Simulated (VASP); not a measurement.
A run of VASP 6.6.1 is set up as follows.

Contents of INCAR:

```
ALGO = Normal
EDIFF = 1E-6
ENCUT = 500
GGA = PE
GGA_COMPAT = F
ISIF = 2
ISMEAR = -1
LASPH = T
LCHARG = F
LREAL = F
LWAVE = F
NBANDS = 21
NELM = 120
PREC = Accurate
SIGMA = 0.15
```

KPOINTS

```
k-points
0
Gamma
  16 16 16
```

The input POSCAR:

```
Sn
1.0
   -2.8259936411      2.8259936411      1.5219564840
    2.8259936411     -2.8259936411      1.5219564840
    2.8259936411      2.8259936411     -1.5219564840
Sn
2
Direct
    0.0000000000      0.0000000000      0.0000000000
    0.7500000000      0.2500000000      0.5000000000
```

Potentials or basis: VASP PAW PBE potentials, release 64 (Sn_d).

Launch:

```console
$ cat potpaw_PBE.64/Sn_d/POTCAR > POTCAR
$ mpirun -np 1 vasp_std > vasp.out
```

Q: Estimate the pressure.

A: 10.8 GPa.

Q: What does it give for the band gap on the k mesh?

A: Zero (band 14 reaches 11.23 eV, above the bottom of band 15 at 6.34 eV).

Caveat: spin-orbit coupling is left out, which moves the levels of the heavy elements.
